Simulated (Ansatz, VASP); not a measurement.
**C in VASP and in Ansatz**

The input POSCAR:

```
C
1.0
    0.0000000000      2.0948551915      3.6686165711
    1.2095023860      0.0000000000      3.6686165711
    1.2095023860      2.0948551915      0.0000000000
C
2
Direct
    0.1667039277      0.8332960723      0.1667039277
    0.8332960723      0.1667039277      0.8332960723
```

The input INCAR.step1:

```
SYSTEM = C
ALGO = Normal ; EDIFF = 1E-4
ENCUT = 520 ; GGA = PE
ISMEAR = 0 ; LASPH = .True.
LCHARG = .False. ; LREAL = .False.
LWAVE = .True. ; NBANDS = 11
NELM = 80 ; PREC = Accurate
SIGMA = 0.05
```

File INCAR.step2:

```
SYSTEM = C
ALGO = Normal ; EDIFF = 1E-6
ENCUT = 520 ; ISIF = 2
ISMEAR = 0 ; ISTART = 1
LASPH = .True. ; LCHARG = .False.
LMIXTAU = .True. ; LREAL = .False.
LWAVE = .False. ; METAGGA = R2SCAN
NBANDS = 11 ; NELM = 80
PREC = Accurate ; SIGMA = 0.05
```

The input KPOINTS:

```
k-points
0
Gamma
  14 14 14
  0 0 0
```

Input for Ansatz:

```yaml
crystal:
  lattice:
    - [0.0, 2.0948551915, 3.6686165711]
    - [1.209502386, 0.0, 3.6686165711]
    - [1.209502386, 2.0948551915, 0.0]
  atoms:
    - { symbol: C, position: [0.1667039277, 0.8332960723, 0.1667039277] }
    - { symbol: C, position: [0.8332960723, 0.1667039277, 0.8332960723] }
basis:
  ecutwfc: 500
kpoints:
  mp_grid: { grid: [14, 14, 14] }
hamiltonian:
  xc: r2scan
scf:
  occupations: { method: gaussian, width: 0.05 }
output:
  forces: true
  stress: true
  eigenvalues: true
```

Change from the starting cell: strain -0.015 along x and y, +0.030 along z, atoms carried along.

Alike in both runs: task single point; functional r2SCAN; k mesh 14 × 14 × 14; occupations gaussian, width 0.05 eV; no spin polarisation.

```csv
,VASP,Ansatz
version,VASP 6.6.1,Ansatz 0.2.0
potentials or method,"VASP PAW PBE potentials, release 64 (C), cutoff 520 eV","scalar-relativistic, plane waves, PAW"
valence electrons in the cell,8,8
```

VASP gave:

* gap on the k mesh at the Fermi level (eV): 0.81
* least direct gap on the mesh (eV): 0.92
* pressure (GPa): 13.2
* traceless stress, the component that is largest in VASP (GPa): -13.82
* rms of the force components (eV/Å): 0.004

Estimate Ansatz's values.

gap on the k mesh at the Fermi level (eV): 0.81; least direct gap on the mesh (eV): 0.92; pressure (GPa): 12.5; traceless stress, the component that is largest in VASP (GPa): -13.07; rms of the force components (eV/Å): 0.004.

VASP's potentials were made for PBE, not for r2SCAN. Atom by atom the forces differ by 0.000 eV/Å (rms over components).
